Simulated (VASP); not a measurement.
# Ge2Bi2S (P4/mmm) in VASP: a series of runs

The runs below take Ge2Bi2S through single point, relaxation of cell and atoms, with PBE.

Program: VASP 6.6.1. These are calculated values, not measurements. Logs are shortened: lines on timing, memory, paths and dates and some standing lists are left out, and cuts for length are marked.

## (1) The cell of the first run

It takes space group P4/mmm (No. 123, tetragonal). Conventional cell: a = 5.469 Å, b = 5.469 Å, c = 7.438 Å, α = 90.00°, β = 90.00°, γ = 90.00°. Within 3.2 Å of Ge (site symmetry 4mm) lie 1 S at 2.46 Å and 1 Ge at 2.52 Å. Within 3.7 Å of Bi (site symmetry mmm) lie 2 S at 2.73 Å and 4 Ge at 3.68 Å. Within 3.2 Å of S (site symmetry 4/mmm) lie 2 Ge at 2.46 Å and 4 Bi at 2.73 Å.

The cell was built from a structure type or drawn by symmetry, and may not be a known phase.

## (2) Single point, PBE

INCAR reads:

```
SYSTEM = Ge2Bi2S
  ALGO = Normal
  EDIFF = 1E-6
  ENCUT = 520
  GGA = PE
  ISIF = 2
  ISMEAR = 0
  LASPH = .True.
  LCHARG = .False.
  LREAL = .False.
  LWAVE = .False.
  NBANDS = 40
  NELM = 100
  PREC = Accurate
  SIGMA = 0.1
```

KPOINTS reads:

```
k-points
0
Gamma
  4 4 4
  0 0 0
```

POSCAR reads:

```
Ge2Bi2S
1.0
    5.4694602236      0.0000000000      0.0000000000
    0.0000000000      5.4694602236      0.0000000000
    0.0000000000      0.0000000000      7.4380145840
Ge Bi S
2 2 1
Direct
    0.5000000000      0.5000000000      0.1690655080
    0.5000000000      0.5000000000      0.8309344920
    0.5000000000      0.0000000000      0.5000000000
    0.0000000000      0.5000000000      0.5000000000
    0.5000000000      0.5000000000      0.5000000000
```

Potentials or basis: VASP PAW PBE potentials, release 64 (Ge_d, Bi_d, S).

On the command line:

```console
> cat potpaw_PBE.64/Ge_d/POTCAR potpaw_PBE.64/Bi_d/POTCAR potpaw_PBE.64/S/POTCAR > POTCAR
> mpirun -np 1 vasp_std > vasp.out
```

OUTCAR:

```text
SYSTEM = Ge2Bi2S
   EDIFF = 1E-6
   ENCUT = 520
   GGA = PE
   ISIF = 2
   ISMEAR = 0
   LASPH = .True.
   LREAL = .False.
   NELM = 100
   PREC = Accurate

 ion  position               nearest neighbor table
   1  0.500  0.500  0.169-   5 2.46   2 2.52
   2  0.500  0.500  0.831-   5 2.46   1 2.52
   3  0.500  0.000  0.500-   5 2.73   5 2.73   4 3.87   4 3.87   4 3.87   4 3.87
   4  0.000  0.500  0.500-   5 2.73   5 2.73   3 3.87   3 3.87   3 3.87   3 3.87
   5  0.500  0.500  0.500-   1 2.46   2 2.46   3 2.73   4 2.73   3 2.73   4 2.73

  LATTYP: Found a simple tetragonal cell.
 ALAT       =     5.4694602236
 C/A-ratio  =     1.3599174836

  Lattice vectors:

 A1 = (   5.4694602236,   0.0000000000,   0.0000000000)
 A2 = (   0.0000000000,   5.4694602236,   0.0000000000)
 A3 = (   0.0000000000,   0.0000000000,   7.4380145840)

Analysis of symmetry for initial positions (statically):
=====================================================================
 Subroutine PRICEL returns:
 Original cell was already a primitive cell.

 Routine SETGRP: Setting up the symmetry group for a
 simple tetragonal supercell.

 Subroutine GETGRP returns: Found 16 space group operations
 (whereof 16 operations were pure point group operations)
 out of a pool of 16 trial point group operations.

The static configuration has the point symmetry D_4h.

Analysis of symmetry for dynamics (positions and initial velocities):
=====================================================================
 Subroutine PRICEL returns:
 Original cell was already a primitive cell.

 Routine SETGRP: Setting up the symmetry group for a
 simple tetragonal supercell.

 Subroutine GETGRP returns: Found 16 space group operations
 (whereof 16 operations were pure point group operations)
 out of a pool of 16 trial point group operations.

The dynamic configuration has the point symmetry D_4h.

 Subroutine INISYM returns: Found 16 space group operations
 (whereof 16 operations are pure point group operations),
 and found     1 'primitive' translations

----------------------------------------------------------------------------------------

                                     Primitive cell

  volume of cell :     222.5082

  direct lattice vectors                    reciprocal lattice vectors
     5.469460224  0.000000000  0.000000000     0.182833398  0.000000000  0.000000000
     0.000000000  5.469460224  0.000000000     0.000000000  0.182833398  0.000000000
     0.000000000  0.000000000  7.438014584     0.000000000  0.000000000  0.134444480

  length of vectors
     5.469460224  5.469460224  7.438014584     0.182833398  0.182833398  0.134444480

  position of ions in fractional coordinates (direct lattice)
     0.500000000  0.500000000  0.169065508
     0.500000000  0.500000000  0.830934492
     0.500000000  0.000000000  0.500000000
     0.000000000  0.500000000  0.500000000
     0.500000000  0.500000000  0.500000000

  ion indices of the primitive-cell ions
   primitive index   ion index
                 1           1
                 2           2
                 3           3
                 4           4
                 5           5

----------------------------------------------------------------------------------------

 KPOINTS: k-points

Automatic generation of k-mesh.
 Grid dimensions read from file:
 generate k-points for:    4    4    4

 Generating k-lattice:

  Cartesian coordinates                     Fractional coordinates (reciprocal lattice)
     0.045708350  0.000000000  0.000000000     0.250000000  0.000000000  0.000000000
     0.000000000  0.045708350  0.000000000     0.000000000  0.250000000  0.000000000
     0.000000000  0.000000000  0.033611120     0.000000000  0.000000000  0.250000000

  Length of vectors
     0.045708350  0.045708350  0.033611120

  Shift w.r.t. Gamma in fractional coordinates (k-lattice)
     0.000000000  0.000000000  0.000000000

 Subroutine IBZKPT returns following result:
 ===========================================

 Found     18 irreducible k-points:

 Following reciprocal coordinates:
            Coordinates               Weight
  0.000000  0.000000  0.000000      1.000000
  0.250000  0.000000  0.000000      4.000000
  0.500000  0.000000  0.000000      2.000000
  0.250000  0.250000  0.000000      4.000000
  0.500000  0.250000  0.000000      4.000000
  0.500000  0.500000  0.000000      1.000000
[... 10 lines left out ...]
  0.500000  0.250000  0.500000      4.000000
  0.500000  0.500000  0.500000      1.000000
   k-points           NKPTS =     18   k-points in BZ     NKDIM =     18   number of bands    NBANDS=     40
   number of dos      NEDOS =    301   number of ions     NIONS =      5
   total plane-waves  NPLWV =  98784
   dimension x,y,z NGX =    42 NGY =   42 NGZ =   56
   dimension x,y,z NGXF=    84 NGYF=   84 NGZF=  112
   ions per type =               2   2   1
   NGX,Y,Z   is equivalent  to a cutoff of  12.77, 12.77, 12.52 a.u.
   NGXF,Y,Z  is equivalent  to a cutoff of  25.53, 25.53, 25.03 a.u.
 SYSTEM =  Ge2Bi2S
   PREC   = accura    normal or accurate (medium, high low for compatibility)
   ISTART =      0    job   : 0-new  1-cont  2-samecut
   ICHARG =      2    charge: 1-file 2-atom 10-const
   ISPIN  =      1    spin polarized calculation?
   LNONCOLLINEAR =      F non collinear calculations
   LSORBIT =      F    spin-orbit coupling
   LASPH  =      T    aspherical Exc in radial PAW
   ENCUT  =  520.0 eV  38.22 Ry    6.18 a.u.  10.17 10.17 13.83*2*pi/ulx,y,z
   NELM   =    100;   NELMIN=  2; NELMDL= -5     # of ELM steps
   EDIFF  = 0.1E-05   stopping-criterion for ELM
   LREAL  =      F    real-space projection
   EDIFFG = 0.1E-04   stopping-criterion for IOM
   NSW    =      0    number of steps for IOM
   IBRION =     -1    ionic relax: 0-MD 1-quasi-New 2-CG
   NFREE  =      0    steps in history (QN), initial steepest desc. (CG)
   ISIF   =      2    stress and relaxation
   ISYM   =      2    0-nonsym 1-usesym 2-fastsym
   POTIM  = 0.5000    time-step for ionic-motion
   TEBEG  =    0.0;   TEEND  =   0.0 temperature during run
   PSTRESS=    0.0 pullay stress
   NELECT =      64.0000    total number of electrons
   NUPDOWN=      -1.0000    fix difference up-down
   EMIN   =  10.00;   EMAX   =-10.00  energy-range for DOS
   EFERMI =   0.00;   METHOD = LEGACY
   ISMEAR =     0;   SIGMA  =   0.10  broadening in eV -4-tet -1-fermi 0-gaus
   EFERMI_NEDOS =   21; number of points for ismear=-14 and -15
   IALGO  =     38    algorithm
   IMIX   =      4    mixing-type and parameters
     AMIX     =   0.40;   BMIX     =  1.00
     AMIX_MAG =   1.60;   BMIX_MAG =  1.00
  volume/ion in A,a.u.               =      44.50       300.31
  Fermi-wavevector in a.u.,A,eV,Ry     =   1.080653  2.042138 15.889025  1.167810
  Thomas-Fermi vector in A             =   2.216649
   LORBIT       =      0    0 simple, 1 ext, 2 COOP (PROOUT), +10 PAW based schemes
   GGA     = PE    functional components
   LHFCALC =     F    Hartree Fock is set to
   AEXX    =    0.0000 exact exchange contribution
   IVDW    =     0    specifies the selected vdW correction
   LEPSILON=     F    determine dielectric tensor
   LRPA    =     F    only Hartree local field effects (RPA)
 non-spin polarized calculation
 Gauss-broadening in eV      SIGMA  =   0.10
  energy-cutoff  :      520.00
  volume of cell :      222.51
 maximum number of plane-waves:      6024
 NGX is ok and might be reduce to    42
   NGX = 21   NGY = 21   NGZ = 27

 number of electron      64.0000037 magnetization

 Free energy of the ion-electron system (eV)
  ---------------------------------------------------
  ext. energy  EPLUGINS =         0.00000000
  ---------------------------------------------------
  free energy    TOTEN  =       -16.36533510 eV

  energy without entropy =      -16.33394847  energy(sigma->0) =      -16.34964179

 E-fermi :   1.6845     XC(G=0):  -7.2246

 val. band max:        1.6571711587   @ k =   0.5000   0.0000   0.5000
 cond. band min:       1.6956871515   @ k =   0.5000   0.0000   0.2500
 fundamental gap:      0.0385159928
 Fermi energy:         1.6844532142

 k-point     1 :       0.0000    0.0000    0.0000
  band No.  band energies     occupation
      1     -23.0279      2.00000
      2     -22.9466      2.00000
      3     -22.9466      2.00000
      4     -22.9401      2.00000
      5     -22.9397      2.00000
      6     -22.9318      2.00000
[... 32 lines left out ...]
     39       6.4379      0.00000
     40       6.8978      0.00000

 k-point     2 :       0.2500    0.0000    0.0000
  band No.  band energies     occupation
      1     -23.0278      2.00000
      2     -22.9467      2.00000
      3     -22.9466      2.00000
      4     -22.9400      2.00000
      5     -22.9397      2.00000
      6     -22.9317      2.00000
[... 32 lines left out ...]
     39       5.9242      0.00000
     40       6.7419      0.00000

 k-point     3 :       0.5000    0.0000    0.0000
  band No.  band energies     occupation
      1     -23.0277      2.00000
      2     -22.9467      2.00000
      3     -22.9466      2.00000
      4     -22.9400      2.00000
      5     -22.9397      2.00000
      6     -22.9318      2.00000
[... 32 lines left out ...]
     39       6.5382      0.00000
     40       6.8215      0.00000

 k-point     4 :       0.2500    0.2500    0.0000
  band No.  band energies     occupation
      1     -23.0277      2.00000
      2     -22.9467      2.00000
      3     -22.9467      2.00000
      4     -22.9400      2.00000
      5     -22.9397      2.00000
      6     -22.9318      2.00000
[... 32 lines left out ...]
     39       4.7827      0.00000
     40       6.5470      0.00000
[... 514 lines left out ...]
     39       5.4694      0.00000
     40       6.3174      0.00000

 k-point    17 :       0.5000    0.2500    0.5000
  band No.  band energies     occupation
      1     -23.0246      2.00000
      2     -22.9465      2.00000
      3     -22.9464      2.00000
      4     -22.9400      2.00000
      5     -22.9397      2.00000
      6     -22.9317      2.00000
[... 32 lines left out ...]
     39       5.4711      0.00000
     40       5.8665      0.00000

 k-point    18 :       0.5000    0.5000    0.5000
  band No.  band energies     occupation
      1     -23.0246      2.00000
      2     -22.9464      2.00000
      3     -22.9464      2.00000
      4     -22.9400      2.00000
      5     -22.9397      2.00000
      6     -22.9317      2.00000
[... 32 lines left out ...]
     39       5.2834      0.00000
     40       5.4522      0.00000

------------------------ aborting loop because EDIFF is reached ----------------------------------------

  FORCE on cell =-STRESS in cart. coord.  units (eV):
  Direction    XX          YY          ZZ          XY          YZ          ZX
  --------------------------------------------------------------------------------------
  -------------------------------------------------------------------------------------
  Total       -0.0502430     -0.0502430     -0.0319503      0.0000000      0.0000000      0.0000000
  in kB       -0.3617762     -0.3617762     -0.2300591      0.0000000      0.0000000      0.0000000
  external PRESSURE =      -0.3178705 kB  Pullay stress =       0.0000000 kB

 VOLUME and BASIS-vectors are now :
 -----------------------------------------------------------------------------
  energy-cutoff  :      520.00
  volume of cell :      222.51
      direct lattice vectors                 reciprocal lattice vectors
     5.469460224  0.000000000  0.000000000     0.182833398  0.000000000  0.000000000
     0.000000000  5.469460224  0.000000000     0.000000000  0.182833398  0.000000000
     0.000000000  0.000000000  7.438014584     0.000000000  0.000000000  0.134444480

 POSITION                                       TOTAL-FORCE (eV/Angst)
 -----------------------------------------------------------------------------------
      2.73473      2.73473      1.25751        -0.000000     -0.000000     -0.038137
      2.73473      2.73473      6.18050         0.000000     -0.000000      0.038137
      2.73473      0.00000      3.71901        -0.000000      0.000000      0.000000
      0.00000      2.73473      3.71901        -0.000000      0.000000      0.000000
      2.73473      2.73473      3.71901        -0.000000      0.000000      0.000000
 -----------------------------------------------------------------------------------
    total drift:                                0.000000     -0.000000      0.000000

  FREE ENERGIE OF THE ION-ELECTRON SYSTEM (eV)
  ---------------------------------------------------
  free  energy   TOTEN  =       -16.3653351018 eV

  energy  without entropy=      -16.3339484690  energy(sigma->0) =      -16.34964179
```

Run time: 83 s. Hardware: 1 thread of Intel Xeon 6975P-C (Granite Rapids), shared host; peak memory 0.38 GiB.

Results:

| Quantity | Value |
| --- | --- |
| Free energy | -16.3653 eV |
| Pressure | 0.0 GPa |
| Largest force | 0.038 eV/Å |
| Band gap on the k mesh | zero (bands 32 and 33 overlap by 1.34 eV) |

Forces in eV/Å, atoms in the order of the input:
```
Ge   0.000  0.000 -0.038
Ge   0.000  0.000  0.038
Bi   0.000  0.000  0.000
Bi   0.000  0.000  0.000
S    0.000  0.000  0.000
```

Caveat: spin-orbit coupling is left out, which moves the levels of the heavy elements.

## (3) Relaxation of cell and atoms, PBE

This run uses another cell than the first one, of 30.05 Å³/atom.

INCAR reads:

```
  ALGO = Normal
  EDIFF = 1E-6
  EDIFFG = -0.04
  ENCUT = 600
  GGA = PE
  IBRION = 2
  ISIF = 3
  ISMEAR = 0
  LASPH = True
  LCHARG = False
  LREAL = False
  LWAVE = False
  NELM = 100
  NSW = 90
  PREC = Accurate
  SIGMA = 0.1
```

KPOINTS reads:

```
k-points
0
Gamma
  4 4 4
```

POSCAR reads:

```
Ge2Bi2S
1.0
    4.9688515700      0.0000000000      0.0000000000
    0.0000000000      4.9688515700      0.0000000000
    0.0000000000      0.0000000000      6.0846323700
Ge Bi S
2 2 1
Direct
    0.5000000000      0.5000000000      0.2230012800
    0.5000000000      0.5000000000      0.7769987200
    0.5000000000      0.0000000000      0.5000000000
    0.0000000000      0.5000000000      0.5000000000
    0.5000000000      0.5000000000      0.5000000000
```

Potentials or basis: VASP PAW PBE potentials, release 64 (Ge_d, Bi_d, S).

On the command line:

```console
> cat potpaw_PBE.64/Ge_d/POTCAR potpaw_PBE.64/Bi_d/POTCAR potpaw_PBE.64/S/POTCAR > POTCAR
> mpirun -np 1 vasp_std > vasp.out
```

Run time: 12 min. Hardware: 1 thread of Intel Xeon 6975P-C (Granite Rapids), shared host; peak memory 0.35 GiB.

Results (log left out):

```yaml
Free_energy: -16.3442 eV
Relaxed_volume: 44.64 Å³/atom
Relaxed_cell: a = 5.475 Å, b = 5.475 Å, c = 7.446 Å, α = 90.00°, β = 90.00°, γ = 90.00°
Space_group_after_relaxing_to_0.1_Å: P4/mmm (No. 123)
Pressure_after_relaxing: -0.1 GPa
Largest_force_after_relaxing: 0.017 eV/Å
Band_gap_on_the_k_mesh: zero (bands 32 and 33 overlap by 1.34 eV)
```

Forces in eV/Å, atoms in the order of the input:
```
Ge   0.000  0.000  0.017
Ge   0.000  0.000 -0.017
Bi   0.000  0.000  0.000
Bi   0.000  0.000  0.000
S    0.000  0.000  0.000
```

Final structure:
```
Ge Bi S
1.0
     5.47503    0.00000    0.00000
     0.00000    5.47503    0.00000
     0.00000    0.00000    7.44604
Ge Bi S
2 2 1
Direct
  0.50000 0.50000 0.16832
  0.50000 0.50000 0.83168
  0.50000 0.00000 0.50000
  0.00000 0.50000 0.50000
  0.50000 0.50000 0.50000
```

Levels at points of the mesh, in eV from the Fermi level:
| k point | band 27 | band 28 | band 29 | band 30 | band 31 | band 32 | band 33 | band 34 | band 35 | band 36 |
| --- | --- | --- | --- | --- | --- | --- | --- | --- | --- | --- |
| (0.00, 0.00, 0.00) | -6.05 | -1.75 | -0.30 | -0.20 | 0.07 | 0.07 | 0.28 | 0.44 | 0.44 | 0.99 |
| (0.50, 0.00, 0.00) | -2.47 | -1.68 | -1.65 | -0.59 | -0.58 | -0.23 | -0.18 | 0.06 | 0.19 | 0.36 |
| (0.50, 0.50, 0.00) | -2.32 | -2.32 | -1.62 | -1.55 | -1.55 | -0.39 | -0.39 | -0.16 | 0.25 | 0.54 |
| (0.00, 0.00, 0.50) | -5.66 | -5.20 | -0.48 | -0.48 | -0.42 | 0.20 | 0.37 | 0.37 | 2.22 | 2.22 |
| (0.50, 0.00, 0.50) | -5.09 | -2.44 | -2.18 | -0.58 | -0.41 | -0.35 | -0.02 | 0.36 | 1.36 | 1.66 |
| (0.50, 0.50, 0.50) | -2.61 | -2.28 | -2.28 | -2.07 | -2.07 | 0.25 | 0.54 | 1.43 | 1.43 | 1.70 |

Caveat: the volume moved by over 15 % at a fixed basis, so the end points are rough; spin-orbit coupling is left out, which moves the levels of the heavy elements.
